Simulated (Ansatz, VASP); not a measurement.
**Two plane-wave programs on Ti3Al**

INCAR

```
SYSTEM = Ti3Al
ALGO     = Fast           ! electronic algorithm
EDIFF    = 1E-6           ! SCF threshold, eV
ENCUT    = 520            ! plane-wave cutoff, eV
GGA      = PE             ! functional
ISIF     = 2              ! what is computed and relaxed
ISMEAR   = 0              ! smearing method
LASPH    = .True.         ! aspherical terms in the spheres
LCHARG   = .False.        ! write CHGCAR
LREAL    = .False.        ! projectors in reciprocal space
LWAVE    = .False.        ! write WAVECAR
NBANDS   = 28             ! bands
NELM     = 60             ! most SCF steps
PREC     = Accurate       ! precision mode
SIGMA    = 0.15           ! smearing width, eV
```

KPOINTS

```
k-points
0
Gamma
  18 18 6
  0 0 0
```

The input POSCAR:

```
Ti3Al
1.0
    2.9953794734      0.0000000000      0.0000000000
   -1.4976897367      2.5940747179      0.0000000000
    0.0000000000      0.0000000000      8.3601041102
Ti Al
3 1
Direct
    0.6666666667      0.3333333333      0.0000000000
    0.3333333333      0.6666666667      0.7504575700
    0.3333333333      0.6666666667      0.2495424300
    0.6666666667      0.3333333333      0.5000000000
```

Input for Ansatz:

```yaml
crystal:
  lattice:
    - [2.9953794734, 0.0, 0.0]
    - [-1.4976897367, 2.5940747179, 0.0]
    - [0.0, 0.0, 8.3601041102]
  atoms:
    - { symbol: Ti, position: [0.6666666667, 0.3333333333, 0.0] }
    - { symbol: Ti, position: [0.3333333333, 0.6666666667, 0.75045757] }
    - { symbol: Ti, position: [0.3333333333, 0.6666666667, 0.24954243] }
    - { symbol: Al, position: [0.6666666667, 0.3333333333, 0.5] }
basis:
  ecutwfc: 520.0
kpoints:
  mp_grid: { grid: [18, 18, 6] }
hamiltonian:
  xc: pbe
  pseudopotentials: { kind: paw, azcp: { folder: soft_1 } }
scf:
  occupations: { method: gaussian, width: 0.15 }
output:
  forces: true
  stress: true
  eigenvalues: true
```

Alike in both runs: task single point; functional PBE; k mesh 18 × 18 × 6; occupations gaussian, width 0.15 eV; no spin polarisation.

|  | VASP | Ansatz |
| --- | --- | --- |
| version | VASP 6.6.1 | Ansatz 0.2.0 |
| potentials or method | VASP PAW PBE potentials, release 64 (Ti_sv, Al), cutoff 520 eV | scalar-relativistic, plane waves, PAW |
| valence electrons in the cell | 39 | 39 |

Ansatz gave:

- gap on the k mesh at the Fermi level (eV): none
- pressure (GPa): 8.3
- traceless stress, the component that is largest in VASP (GPa): 12.79
- rms of the force components (eV/Å): 0.016

**Question.** What did VASP give for the same quantities?

**Answer.** gap on the k mesh at the Fermi level (eV): none; pressure (GPa): 8.1; traceless stress, the component that is largest in VASP (GPa): 12.79; rms of the force components (eV/Å): 0.020.

Atom by atom the forces differ by 0.004 eV/Å (rms over components). A gap of «none» marks a metal or a gap that the smearing closes. With one functional, cell and mesh, what is left measures potentials, basis and numerics.
